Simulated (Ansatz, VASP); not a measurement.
## Two plane-wave programs on LiIn3

Contents of INCAR:

```
ALGO     = Normal         # electronic algorithm
EDIFF    = 1E-7           # SCF threshold, eV
EDIFFG   = -0.005         # ionic threshold
ENCUT    = 600            # plane-wave cutoff, eV
IBRION   = 2              # ionic algorithm
ISIF     = 3              # what is computed and relaxed
ISMEAR   = 0              # smearing method
LASPH    = T              # aspherical terms in the spheres
LCHARG   = F              # write CHGCAR
LREAL    = F              # projectors in reciprocal space
LWAVE    = F              # write WAVECAR
NELM     = 100            # most SCF steps
NSW      = 70             # ionic steps
PREC     = Accurate       # precision mode
SIGMA    = 0.1            # smearing width, eV
```

KPOINTS

```
k-points
0
Gamma
  10 10 10
```

POSCAR

```
LiIn3
1.0
    4.5803531638      0.0000000000      0.0000000000
    0.0000000000      4.5803531638      0.0000000000
    0.0000000000      0.0000000000      4.5803531638
Li In
1 3
Direct
    0.5000000000      0.5000000000      0.5000000000
    0.5000000000      0.0000000000      0.0000000000
    0.0000000000      0.5000000000      0.0000000000
    0.0000000000      0.0000000000      0.5000000000
```

Input for Ansatz:

```yaml
crystal:
  lattice:
    - [4.5803531638, 0.0, 0.0]
    - [0.0, 4.5803531638, 0.0]
    - [0.0, 0.0, 4.5803531638]
  atoms:
    - { symbol: Li, position: [0.5, 0.5, 0.5] }
    - { symbol: In, position: [0.5, 0.0, 0.0] }
    - { symbol: In, position: [0.0, 0.5, 0.0] }
    - { symbol: In, position: [0.0, 0.0, 0.5] }
basis:
  ecutwfc: 420
kpoints:
  mp_grid: { grid: [10, 10, 10] }
hamiltonian:
  xc: lda
scf:
  occupations: { method: gaussian, width: 0.1 }
output:
  forces: true
  stress: true
  eigenvalues: true
relax:
  adjacent_minimum: "off"
  f_tol: 0.005
  max_steps: 50
  cell: { stress_tol: 0.05 }
```

Alike in both runs: task relaxation of cell and atoms; functional LDA; k mesh 10 × 10 × 10; occupations gaussian, width 0.1 eV; no spin polarisation.

```csv
,VASP,Ansatz
version,VASP 6.6.1,Ansatz 0.2.0
potentials or method,"VASP PAW LDA potentials, release 64 (Li_sv, In_d), cutoff 600 eV","scalar-relativistic, plane waves, PAW"
valence electrons in the cell,42,42
```

```csv
,VASP,Ansatz,Ansatz less VASP
"gap on the k mesh at the Fermi level, each at its own relaxed structure (eV)",none,none,-
relaxed volume (Å³/atom),21.51,21.46,-0.043
relaxed cell length with the largest relative difference (Å),4.414,4.411,-0.0030
```

LDA's correlation is that of Perdew and Zunger in VASP and of Perdew and Wang (1992) in Ansatz. A gap of «none» marks a metal or a gap that the smearing closes.

Noted on VASP's run: the cutoff is short for stress, so the pressure is rough.
